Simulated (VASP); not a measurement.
# RbBr (P6_3/mmc) in VASP: a series of runs

Runs on RbBr. Level: r2SCAN. Tasks: single point.

Program: VASP 6.6.1. These are calculated values, not measurements. Logs are shortened: lines on timing, memory, paths and dates and some standing lists are left out, and cuts for length are marked.

## Step 1: The cell of the first run

The structure is hexagonal, space group P6_3/mmc (No. 194). The conventional cell has a = 5.770 Å, b = 5.770 Å, c = 6.730 Å, α = 90.00°, β = 90.00°, γ = 120.00°. Rb (site symmetry -6m2) has 5 Br at 3.33 to 3.37 Å within 4.4 Å. Br (site symmetry -6m2) has 5 Rb at 3.33 to 3.37 Å within 4.4 Å.

## Step 2: Single point, r2SCAN (volume changed by -6%)

The input, POSCAR:

```
RbBr
1.0
    5.7698983288      0.0000000000      0.0000000000
   -2.8849491644      4.9968785299      0.0000000000
    0.0000000000      0.0000000000      6.7300824032
Rb Br
2 2
Direct
    0.3333333333      0.6666666667     -0.0625000000
    0.6666666667      0.3333333333      0.4375000000
    0.3333333333      0.6666666667      0.4375000000
    0.6666666667      0.3333333333      0.9375000000
```

The input, INCAR.step1:

```
SYSTEM = RbBr
PREC = Accurate
ENCUT = 520
ISMEAR = 0
SIGMA = 0.01
LREAL = .FALSE.
LASPH = .TRUE.
NELM = 80
NBANDS = 24
GGA = PE
ALGO = Normal
EDIFF = 1E-4
LWAVE = .TRUE.
LCHARG = .FALSE.
```

The input, INCAR.step2:

```
SYSTEM = RbBr
PREC = Accurate
ENCUT = 520
EDIFF = 1E-7
ISMEAR = 0
SIGMA = 0.01
LREAL = .FALSE.
LASPH = .TRUE.
NELM = 80
ALGO = Normal
ISIF = 2
LWAVE = .FALSE.
LCHARG = .FALSE.
METAGGA = R2SCAN
LMIXTAU = .TRUE.
NBANDS = 24
ISTART = 1
```

The input, KPOINTS:

```
Automatic mesh
0
G
  6 6 4
  0 0 0
```

Potentials or basis: VASP PAW PBE potentials, release 64 (Rb_sv, Br).

On the command line:

```
cat potpaw_PBE.64/Rb_sv/POTCAR potpaw_PBE.64/Br/POTCAR > POTCAR
cp INCAR.step1 INCAR
mpirun -np 1 vasp_std > vasp.out
cp INCAR.step2 INCAR
mpirun -np 1 vasp_std > vasp.out
```

OUTCAR:

```text
SYSTEM = RbBr
   PREC = Accurate
   ENCUT = 520
   EDIFF = 1E-7
   ISMEAR = 0
   LREAL = .FALSE.
   LASPH = .TRUE.
   NELM = 80
   ISIF = 2
   METAGGA = R2SCAN
   ISTART = 1

 ion  position               nearest neighbor table
   1  0.333  0.667  0.938-   4 3.33   4 3.33   4 3.33   3 3.37   3 3.37   2 4.74   2 4.74   2 4.74
                             2 4.74   2 4.74   2 4.74
   2  0.667  0.333  0.438-   3 3.33   3 3.33   3 3.33   4 3.37   4 3.37   1 4.74   1 4.74   1 4.74
                             1 4.74   1 4.74   1 4.74
   3  0.333  0.667  0.438-   2 3.33   2 3.33   2 3.33   1 3.37   1 3.37
   4  0.667  0.333  0.938-   1 3.33   1 3.33   1 3.33   2 3.37   2 3.37

  LATTYP: Found a hexagonal cell.
 ALAT       =     5.7698983288
 C/A-ratio  =     1.1664126506

  Lattice vectors:

 A1 = (   5.7698983288,   0.0000000000,   0.0000000000)
 A2 = (  -2.8849491644,   4.9968785299,   0.0000000000)
 A3 = (   0.0000000000,   0.0000000000,   6.7300824032)

Analysis of symmetry for initial positions (statically):
=====================================================================
 Subroutine PRICEL returns:
 Original cell was already a primitive cell.

 Routine SETGRP: Setting up the symmetry group for a
 hexagonal supercell.

 Subroutine GETGRP returns: Found 24 space group operations
 (whereof  6 operations were pure point group operations)
 out of a pool of 24 trial point group operations.

The static configuration has the point symmetry C_3v.
 The point group associated with its full space group is D_6h.

Analysis of symmetry for dynamics (positions and initial velocities):
=====================================================================
 Subroutine PRICEL returns:
 Original cell was already a primitive cell.

 Routine SETGRP: Setting up the symmetry group for a
 hexagonal supercell.

 Subroutine GETGRP returns: Found 24 space group operations
 (whereof  6 operations were pure point group operations)
 out of a pool of 24 trial point group operations.

The dynamic configuration has the point symmetry C_3v.
 The point group associated with its full space group is D_6h.

 Subroutine INISYM returns: Found 24 space group operations
 (whereof  6 operations are pure point group operations),
 and found     1 'primitive' translations

----------------------------------------------------------------------------------------

                                     Primitive cell

  volume of cell :     194.0382

  direct lattice vectors                    reciprocal lattice vectors
     5.769898329  0.000000000  0.000000000     0.173313279  0.100062468  0.000000000
    -2.884949164  4.996878530  0.000000000     0.000000000  0.200124937  0.000000000
     0.000000000  0.000000000  6.730082403     0.000000000  0.000000000  0.148586591

  length of vectors
     5.769898329  5.769898329  6.730082403     0.200124937  0.200124937  0.148586591

  position of ions in fractional coordinates (direct lattice)
     0.333333333  0.666666667  0.937500000
     0.666666667  0.333333333  0.437500000
     0.333333333  0.666666667  0.437500000
     0.666666667  0.333333333  0.937500000

  ion indices of the primitive-cell ions
   primitive index   ion index
                 1           1
                 2           2
                 3           3
                 4           4

----------------------------------------------------------------------------------------

 KPOINTS: Automatic mesh

Automatic generation of k-mesh.
 Grid dimensions read from file:
 generate k-points for:    6    6    4

 Generating k-lattice:

  Cartesian coordinates                     Fractional coordinates (reciprocal lattice)
     0.028885547  0.016677078  0.000000000     0.166666667 -0.000000000  0.000000000
     0.000000000  0.033354156  0.000000000     0.000000000  0.166666667  0.000000000
     0.000000000  0.000000000  0.037146648     0.000000000  0.000000000  0.250000000

  Length of vectors
     0.033354156  0.033354156  0.037146648

  Shift w.r.t. Gamma in fractional coordinates (k-lattice)
     0.000000000  0.000000000  0.000000000

 Subroutine IBZKPT returns following result:
 ===========================================

 Found     21 irreducible k-points:

 Following reciprocal coordinates:
            Coordinates               Weight
  0.000000  0.000000  0.000000      1.000000
  0.166667  0.000000  0.000000      6.000000
  0.333333  0.000000  0.000000      6.000000
  0.500000  0.000000  0.000000      3.000000
  0.166667  0.166667  0.000000      6.000000
  0.333333  0.166667  0.000000     12.000000
[... 13 lines left out ...]
  0.333333  0.166667  0.500000     12.000000
  0.333333  0.333333  0.500000      2.000000
   k-points           NKPTS =     21   k-points in BZ     NKDIM =     21   number of bands    NBANDS=     24
   number of dos      NEDOS =    301   number of ions     NIONS =      4
   total plane-waves  NPLWV = 115200
   dimension x,y,z NGX =    48 NGY =   48 NGZ =   50
   dimension x,y,z NGXF=    96 NGYF=   96 NGZF=  100
   ions per type =               2   2
   NGX,Y,Z   is equivalent  to a cutoff of  13.83, 13.83, 12.35 a.u.
   NGXF,Y,Z  is equivalent  to a cutoff of  27.66, 27.66, 24.70 a.u.
 SYSTEM =  RbBr
   PREC   = accura    normal or accurate (medium, high low for compatibility)
   ISTART =      1    job   : 0-new  1-cont  2-samecut
   ICHARG =      0    charge: 1-file 2-atom 10-const
   ISPIN  =      1    spin polarized calculation?
   LNONCOLLINEAR =      F non collinear calculations
   LSORBIT =      F    spin-orbit coupling
   LASPH  =      T    aspherical Exc in radial PAW
   ENCUT  =  520.0 eV  38.22 Ry    6.18 a.u.  10.73 10.73 12.51*2*pi/ulx,y,z
   NELM   =     80;   NELMIN=  2; NELMDL=  0     # of ELM steps
   EDIFF  = 0.1E-06   stopping-criterion for ELM
   LREAL  =      F    real-space projection
   EDIFFG = 0.1E-05   stopping-criterion for IOM
   NSW    =      0    number of steps for IOM
   IBRION =     -1    ionic relax: 0-MD 1-quasi-New 2-CG
   NFREE  =      0    steps in history (QN), initial steepest desc. (CG)
   ISIF   =      2    stress and relaxation
   ISYM   =      2    0-nonsym 1-usesym 2-fastsym
   POTIM  = 0.5000    time-step for ionic-motion
   TEBEG  =    0.0;   TEEND  =   0.0 temperature during run
   PSTRESS=    0.0 pullay stress
   NELECT =      32.0000    total number of electrons
   NUPDOWN=      -1.0000    fix difference up-down
   EMIN   =  10.00;   EMAX   =-10.00  energy-range for DOS
   EFERMI =   0.00;   METHOD = LEGACY
   ISMEAR =     0;   SIGMA  =   0.01  broadening in eV -4-tet -1-fermi 0-gaus
   EFERMI_NEDOS =   21; number of points for ismear=-14 and -15
   IALGO  =     38    algorithm
   IMIX   =      4    mixing-type and parameters
     AMIX     =   0.40;   BMIX     =  1.00
     AMIX_MAG =   1.60;   BMIX_MAG =  1.00
  volume/ion in A,a.u.               =      48.51       327.36
  Fermi-wavevector in a.u.,A,eV,Ry     =   0.897764  1.696529 10.966036  0.805981
  Thomas-Fermi vector in A             =   2.020389
   LORBIT       =      0    0 simple, 1 ext, 2 COOP (PROOUT), +10 PAW based schemes
   METAGGA = R2SCAN    functional components
   LHFCALC =     F    Hartree Fock is set to
   AEXX    =    0.0000 exact exchange contribution
   IVDW    =     0    specifies the selected vdW correction
   LEPSILON=     F    determine dielectric tensor
   LRPA    =     F    only Hartree local field effects (RPA)
 non-spin polarized calculation
 Gauss-broadening in eV      SIGMA  =   0.01
  energy-cutoff  :      520.00
  volume of cell :      194.04
 maximum number of plane-waves:      5269
 NGX is ok and might be reduce to    48
   NGX = 21   NGY = 21   NGZ = 25

 number of electron      32.0000001 magnetization

 Free energy of the ion-electron system (eV)
  ---------------------------------------------------
  ext. energy  EPLUGINS =         0.00000000
  ---------------------------------------------------
  free energy    TOTEN  =       -62.02210833 eV

  energy without entropy =      -62.02210833  energy(sigma->0) =      -62.02210833

 E-fermi :  -2.7321     XC(G=0):  -6.6444

 val. band max:       -2.7840358590   @ k =   0.0000   0.0000   0.0000
 cond. band min:       1.9331079913   @ k =   0.0000   0.0000   0.0000
 fundamental gap:      4.7171438503
 Fermi energy:        -2.7321222060

 k-point     1 :       0.0000    0.0000    0.0000
  band No.  band energies     occupation
      1     -28.0395      2.00000
      2     -28.0263      2.00000
      3     -15.3958      2.00000
      4     -15.3466      2.00000
      5     -11.7381      2.00000
      6     -11.6743      2.00000
[... 16 lines left out ...]
     23       6.0871      0.00000
     24       6.2846      0.00000

 k-point     2 :       0.1667    0.0000    0.0000
  band No.  band energies     occupation
      1     -28.0385      2.00000
      2     -28.0268      2.00000
      3     -15.4048      2.00000
      4     -15.3619      2.00000
      5     -11.7270      2.00000
      6     -11.6810      2.00000
[... 16 lines left out ...]
     23       6.0840      0.00000
     24       6.2501      0.00000

 k-point     3 :       0.3333    0.0000    0.0000
  band No.  band energies     occupation
      1     -28.0359      2.00000
      2     -28.0282      2.00000
      3     -15.4210      2.00000
      4     -15.3937      2.00000
      5     -11.6988      2.00000
      6     -11.6936      2.00000
[... 16 lines left out ...]
     23       6.2157      0.00000
     24       6.2550      0.00000
[... 433 lines left out ...]
 k-point    20 :       0.3333    0.1667    0.5000
  band No.  band energies     occupation
      1     -28.0316      2.00000
      2     -28.0316      2.00000
      3     -15.4560      2.00000
      4     -15.4560      2.00000
      5     -11.6599      2.00000
      6     -11.6599      2.00000
[... 16 lines left out ...]
     23       6.1870      0.00000
     24       6.1870      0.00000

 k-point    21 :       0.3333    0.3333    0.5000
  band No.  band energies     occupation
      1     -28.0315      2.00000
      2     -28.0315      2.00000
      3     -15.4617      2.00000
      4     -15.4617      2.00000
      5     -11.6674      2.00000
      6     -11.6674      2.00000
[... 16 lines left out ...]
     23       6.2664      0.00000
     24       6.2664      0.00000

------------------------ aborting loop because EDIFF is reached ----------------------------------------

  FORCE on cell =-STRESS in cart. coord.  units (eV):
  Direction    XX          YY          ZZ          XY          YZ          ZX
  --------------------------------------------------------------------------------------
  -------------------------------------------------------------------------------------
  Total        0.8809694      0.8809694      1.1050097     -0.0000000     -0.0000000      0.0000000
  in kB        7.2741807      7.2741807      9.1240855     -0.0000000     -0.0000000      0.0000000
  external PRESSURE =       7.8908156 kB  Pullay stress =       0.0000000 kB

 VOLUME and BASIS-vectors are now :
 -----------------------------------------------------------------------------
  energy-cutoff  :      520.00
  volume of cell :      194.04
      direct lattice vectors                 reciprocal lattice vectors
     5.769898329  0.000000000  0.000000000     0.173313279  0.100062468  0.000000000
    -2.884949164  4.996878530  0.000000000     0.000000000  0.200124937  0.000000000
     0.000000000  0.000000000  6.730082403     0.000000000  0.000000000  0.148586591

 POSITION                                       TOTAL-FORCE (eV/Angst)
 -----------------------------------------------------------------------------------
     -0.00000      3.33125      6.30945         0.000000      0.000000     -0.000000
      2.88495      1.66563      2.94441        -0.000000      0.000000     -0.000000
     -0.00000      3.33125      2.94441        -0.000000      0.000000      0.000000
      2.88495      1.66563      6.30945         0.000000      0.000000      0.000000
 -----------------------------------------------------------------------------------
    total drift:                               -0.000000      0.000000     -0.000359

  FREE ENERGIE OF THE ION-ELECTRON SYSTEM (eV)
  ---------------------------------------------------
  free  energy   TOTEN  =       -62.0221083299 eV

  energy  without entropy=      -62.0221083299  energy(sigma->0) =      -62.02210833
```

Run time: 3.9 min. Hardware: 1 thread of Intel Xeon 6975P-C (Granite Rapids), shared host; peak memory 0.41 GiB.

Results:

```
Free energy            : -62.0221 eV
Pressure               : 0.8 GPa
Band gap on the k mesh : 4.72 eV, direct
```

Levels at points of the mesh, in eV from the valence-band top:
| k point | band 12 | band 13 | band 14 | band 15 | band 16 | band 17 | band 18 | band 19 | band 20 | band 21 |
| --- | --- | --- | --- | --- | --- | --- | --- | --- | --- | --- |
| (0.00, 0.00, 0.00) | -0.41 | -0.40 | -0.32 | -0.32 | 0.00 | 4.72 | 7.71 | 7.71 | 7.78 | 8.72 |
| (0.50, 0.00, 0.00) | -0.43 | -0.35 | -0.29 | -0.16 | -0.15 | 6.27 | 6.89 | 7.08 | 7.14 | 8.51 |
| (0.00, 0.00, 0.50) | -0.60 | -0.39 | -0.39 | -0.39 | -0.39 | 5.89 | 5.89 | 9.13 | 9.13 | 9.13 |
| (0.50, 0.00, 0.50) | -0.80 | -0.32 | -0.32 | -0.28 | -0.28 | 6.65 | 6.65 | 8.44 | 8.44 | 8.56 |

Caveat: the PAW data sets were made with another functional, which shifts forces and pressure a little.

(Continued in part 2 of 2.)
